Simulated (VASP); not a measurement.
# La (P6_3/mmc) in VASP: settings compared

La is run at these levels: PBE, PBEsol, RPBE, revPBE; tasks: relaxation of cell and atoms, single point.

Program: VASP 6.6.1. These are calculated values, not measurements. Logs are shortened: lines on timing, memory, paths and dates and some standing lists are left out, and cuts for length are marked.

### Step 1. The cell of the first run

The structure is hexagonal, space group P6_3/mmc (No. 194). Conventional cell: a = 3.770 Å, b = 3.770 Å, c = 12.159 Å, α = 90.00°, β = 90.00°, γ = 120.00°. Within 4.9 Å of La (site symmetry -6m2) lie 12 La at 3.74 to 3.77 Å. Within 4.9 Å of La (site symmetry -3m) lie 12 La at 3.74 to 3.77 Å.

### Step 2. Relaxation of cell and atoms, PBE

File INCAR:

```
ALGO = Fast ; EDIFF = 1E-7
EDIFFG = -0.01 ; ENCUT = 600
GGA = PE ; IBRION = 2
ISIF = 3 ; ISMEAR = -1
LASPH = T ; LCHARG = F
LREAL = F ; LWAVE = F
NELM = 80 ; NSW = 60
PREC = Accurate ; SIGMA = 0.05
```

File KPOINTS:

```
k-points
0
Gamma
  8 8 3
```

File POSCAR:

```
La
1.0
    3.7700000000      0.0000000000      0.0000000000
   -1.8850000000      3.2649157723      0.0000000000
    0.0000000000      0.0000000000     12.1590000000
La
4
Direct
    0.6666666667      0.3333333333      0.2500000000
    0.3333333333      0.6666666667      0.7500000000
    0.0000000000      0.0000000000      0.5000000000
    0.0000000000      0.0000000000      0.0000000000
```

Potentials or basis: VASP PAW PBE potentials, release 64 (La).

On the command line:

```bash
> cat potpaw_PBE.64/La/POTCAR > POTCAR
> mpirun -np 1 vasp_std > vasp.out
```

OUTCAR:

```text
EDIFF = 1E-7
   EDIFFG = -0.01
   ENCUT = 600
   GGA = PE
   IBRION = 2
   ISIF = 3
   ISMEAR = -1
   LASPH = T
   LREAL = F
   NELM = 80
   NSW = 60
   PREC = Accurate

 ion  position               nearest neighbor table
   1  0.667  0.333  0.250-
   2  0.333  0.667  0.750-
   3  0.000  0.000  0.500-
   4  0.000  0.000  0.000-

  LATTYP: Found a hexagonal cell.
 ALAT       =     3.7700000000
 C/A-ratio  =     3.2251989390

  Lattice vectors:

 A1 = (   3.7700000000,   0.0000000000,   0.0000000000)
 A2 = (  -1.8850000000,   3.2649157723,   0.0000000000)
 A3 = (   0.0000000000,   0.0000000000,  12.1590000000)

Analysis of symmetry for initial positions (statically):
=====================================================================
 Subroutine PRICEL returns:
 Original cell was already a primitive cell.

 Routine SETGRP: Setting up the symmetry group for a
 hexagonal supercell.

 Subroutine GETGRP returns: Found 24 space group operations
 (whereof 12 operations were pure point group operations)
 out of a pool of 24 trial point group operations.

The static configuration has the point symmetry D_3d.
 The point group associated with its full space group is D_6h.

Analysis of symmetry for dynamics (positions and initial velocities):
=====================================================================
 Subroutine PRICEL returns:
 Original cell was already a primitive cell.

 Routine SETGRP: Setting up the symmetry group for a
 hexagonal supercell.

 Subroutine GETGRP returns: Found 24 space group operations
 (whereof 12 operations were pure point group operations)
 out of a pool of 24 trial point group operations.

The dynamic configuration has the point symmetry D_3d.
 The point group associated with its full space group is D_6h.

 Subroutine INISYM returns: Found 24 space group operations
 (whereof 12 operations are pure point group operations),
 and found     1 'primitive' translations

----------------------------------------------------------------------------------------

                                     Primitive cell

  volume of cell :     149.6619

  direct lattice vectors                    reciprocal lattice vectors
     3.770000000  0.000000000  0.000000000     0.265251989  0.153143307  0.000000000
    -1.885000000  3.264915772  0.000000000     0.000000000  0.306286615  0.000000000
     0.000000000  0.000000000 12.159000000     0.000000000  0.000000000  0.082243606

  length of vectors
     3.770000000  3.770000000 12.159000000     0.306286615  0.306286615  0.082243606

  position of ions in fractional coordinates (direct lattice)
     0.666666667  0.333333333  0.250000000
     0.333333333  0.666666667  0.750000000
     0.000000000  0.000000000  0.500000000
     0.000000000  0.000000000  0.000000000

  ion indices of the primitive-cell ions
   primitive index   ion index
                 1           1
                 2           2
                 3           3
                 4           4

----------------------------------------------------------------------------------------

 KPOINTS: k-points

Automatic generation of k-mesh.
 Grid dimensions read from file:
 generate k-points for:    8    8    3

 Generating k-lattice:

  Cartesian coordinates                     Fractional coordinates (reciprocal lattice)
[... 53 lines left out ...]
   ENCUT  =  600.0 eV  44.10 Ry    6.64 a.u.   7.53  7.53 24.28*2*pi/ulx,y,z
   NELM   =     80;   NELMIN=  2; NELMDL= -5     # of ELM steps
   EDIFF  = 0.1E-06   stopping-criterion for ELM
   LREAL  =      F    real-space projection
   EDIFFG = -.1E-01   stopping-criterion for IOM
   NSW    =     60    number of steps for IOM
   IBRION =      2    ionic relax: 0-MD 1-quasi-New 2-CG
   NFREE  =      1    steps in history (QN), initial steepest desc. (CG)
   ISIF   =      3    stress and relaxation
   ISYM   =      2    0-nonsym 1-usesym 2-fastsym
   POTIM  = 0.5000    time-step for ionic-motion
   TEBEG  =    0.0;   TEEND  =   0.0 temperature during run
   PSTRESS=    0.0 pullay stress
   NELECT =      44.0000    total number of electrons
   NUPDOWN=      -1.0000    fix difference up-down
   EMIN   =  10.00;   EMAX   =-10.00  energy-range for DOS
   EFERMI =   0.00;   METHOD = LEGACY
   ISMEAR =    -1;   SIGMA  =   0.05  broadening in eV -4-tet -1-fermi 0-gaus
   EFERMI_NEDOS =   21; number of points for ismear=-14 and -15
   IALGO  =     68    algorithm
   IMIX   =      4    mixing-type and parameters
     AMIX     =   0.40;   BMIX     =  1.00
     AMIX_MAG =   1.60;   BMIX_MAG =  1.00
  volume/ion in A,a.u.               =      37.42       252.49
  Fermi-wavevector in a.u.,A,eV,Ry     =   1.088567  2.057094 16.122618  1.184979
  Thomas-Fermi vector in A             =   2.224752
   LORBIT       =      0    0 simple, 1 ext, 2 COOP (PROOUT), +10 PAW based schemes
   GGA     = PE    functional components
   LHFCALC =     F    Hartree Fock is set to
   AEXX    =    0.0000 exact exchange contribution
   IVDW    =     0    specifies the selected vdW correction
   LEPSILON=     F    determine dielectric tensor
   LRPA    =     F    only Hartree local field effects (RPA)
 conjugate gradient relaxation of ions
 non-spin polarized calculation
 RMM-DIIS sequential band-by-band and
  energy-cutoff  :      600.00
  volume of cell :      149.66
 maximum number of plane-waves:      5029
   NGX = 15   NGY = 15   NGZ = 49

--------------------------------------- Ionic step        1  -------------------------------------------

 number of electron      43.9999997 magnetization

 Free energy of the ion-electron system (eV)
  ---------------------------------------------------
  ext. energy  EPLUGINS =         0.00000000
  ---------------------------------------------------
  free energy    TOTEN  =       -19.57695095 eV

  energy without entropy =      -19.52554576  energy(sigma->0) =      -19.55124835

------------------------ aborting loop EDIFF was not reached (unconverged)  ----------------------------

  FORCE on cell =-STRESS in cart. coord.  units (eV):
  Direction    XX          YY          ZZ          XY          YZ          ZX
  --------------------------------------------------------------------------------------
  -------------------------------------------------------------------------------------
  Total       -0.1264033     -0.1264033     -0.1678831      0.0000000      0.0000000     -0.0000000
  in kB       -1.3531864     -1.3531864     -1.7972415      0.0000000      0.0000000     -0.0000000
  external PRESSURE =      -1.5012048 kB  Pullay stress =       0.0000000 kB

 VOLUME and BASIS-vectors are now :
 -----------------------------------------------------------------------------
  energy-cutoff  :      600.00
  volume of cell :      149.66
      direct lattice vectors                 reciprocal lattice vectors
     3.770000000  0.000000000  0.000000000     0.265251989  0.153143307  0.000000000
    -1.885000000  3.264915772  0.000000000     0.000000000  0.306286615  0.000000000
     0.000000000  0.000000000 12.159000000     0.000000000  0.000000000  0.082243606

 POSITION                                       TOTAL-FORCE (eV/Angst)
 -----------------------------------------------------------------------------------
      1.88500      1.08831      3.03975         0.000000     -0.000000      0.000000
     -0.00000      2.17661      9.11925        -0.000000      0.000000      0.000000
      0.00000      0.00000      6.07950        -0.000000     -0.000000      0.000000
      0.00000      0.00000      0.00000         0.000000     -0.000000      0.000000
 -----------------------------------------------------------------------------------
    total drift:                                0.000000     -0.000000     -0.000000

  FREE ENERGIE OF THE ION-ELECTRON SYSTEM (eV)
  ---------------------------------------------------
  free  energy   TOTEN  =       -19.5769509473 eV

  energy  without entropy=      -19.5255457567  energy(sigma->0) =      -19.55124835

--------------------------------------- Ionic step        2  -------------------------------------------

 number of electron      43.9999996 magnetization

 Free energy of the ion-electron system (eV)
  ---------------------------------------------------
  ext. energy  EPLUGINS =         0.00000000
  ---------------------------------------------------
  free energy    TOTEN  =       -19.57737405 eV

  energy without entropy =      -19.52612599  energy(sigma->0) =      -19.55175002

 E-fermi :   7.8584     XC(G=0):  -9.5519

 val. band max:        7.8507355261   @ k =   0.3750   0.2500   0.3333
 cond. band min:       7.8703001207   @ k =   0.2500   0.1250   0.0000
 fundamental gap:      0.0195645947
 Fermi energy:         7.8583754378

 k-point     1 :       0.0000    0.0000    0.0000
  band No.  band energies     occupation
      1     -25.0334      2.00000
      2     -24.9380      2.00000
      3     -24.9281      2.00000
      4     -24.8294      2.00000
      5      -9.4202      2.00000
      6      -8.7671      2.00000
[... 569 lines left out ...]
     25       8.5726      0.00000
     26       8.7696      0.00000

------------------------ aborting loop because EDIFF is reached ----------------------------------------

  FORCE on cell =-STRESS in cart. coord.  units (eV):
  Direction    XX          YY          ZZ          XY          YZ          ZX
  --------------------------------------------------------------------------------------
  -------------------------------------------------------------------------------------
  Total       -0.0027930     -0.0027930     -0.0299036      0.0000000      0.0000000      0.0000000
  in kB       -0.0300520     -0.0300520     -0.3217571      0.0000000      0.0000000      0.0000000
  external PRESSURE =      -0.1272870 kB  Pullay stress =       0.0000000 kB

 VOLUME and BASIS-vectors are now :
 -----------------------------------------------------------------------------
  energy-cutoff  :      600.00
  volume of cell :      148.90
      direct lattice vectors                 reciprocal lattice vectors
     3.764252608  0.000000000 -0.000000000     0.265656985  0.153377132  0.000000000
    -1.882126304  3.259938385  0.000000000     0.000000000  0.306754264  0.000000000
    -0.000000000  0.000000000 12.134380677     0.000000000  0.000000000  0.082410469

 POSITION                                       TOTAL-FORCE (eV/Angst)
 -----------------------------------------------------------------------------------
      1.88213      1.08665      3.03360        -0.000000     -0.000000     -0.000000
     -0.00000      2.17329      9.10079         0.000000      0.000000      0.000000
      1.88213      3.25994      6.06719         0.000000     -0.000000      0.000000
      1.88213      3.25994     -0.00000         0.000000     -0.000000      0.000000
 -----------------------------------------------------------------------------------
    total drift:                                0.000000      0.000000     -0.000000

  FREE ENERGIE OF THE ION-ELECTRON SYSTEM (eV)
  ---------------------------------------------------
  free  energy   TOTEN  =       -19.5773740529 eV

  energy  without entropy=      -19.5261259869  energy(sigma->0) =      -19.55175002

 reached required accuracy - stopping structural energy minimisation
```

Run time: 22 min. Hardware: 1 thread of Intel Xeon Platinum 8375C at 2.90GHz (Ice Lake), shared host; peak memory 0.34 GiB.

What came out:

- Free energy: -19.5774 eV
- Relaxed volume: 37.23 Å³/atom
- Relaxed cell: a = 3.764 Å, b = 3.764 Å, c = 12.134 Å, α = 90.00°, β = 90.00°, γ = 120.00°
- Space group after relaxing (to 0.1 Å): P6_3/mmc (No. 194)
- Energy gained by relaxing: 0.1 meV/atom
- Ionic steps: 2
- Pressure after relaxing: 0.0 GPa
- Band gap on the k mesh: zero (bands 22 and 23 overlap by 1.20 eV)

Step by step:
```
step  energy change (eV)  largest force (eV/Å)  pressure (GPa)  volume (Å³)
   1              0.0000                0.0000           -0.15       149.66
   2             -0.0004                0.0000           -0.01       148.90
```

Final structure:
```
La
1.0
     3.76425    0.00000    0.00000
    -1.88213    3.25994    0.00000
     0.00000    0.00000   12.13438
La
4
Direct
  0.66667 0.33333 0.25000
  0.33333 0.66667 0.75000
  0.00000 0.00000 0.50000
  0.00000 0.00000 0.00000
```

Caveat: spin-orbit coupling is left out, which moves the levels of the heavy elements.

[end of part 1 of 3]
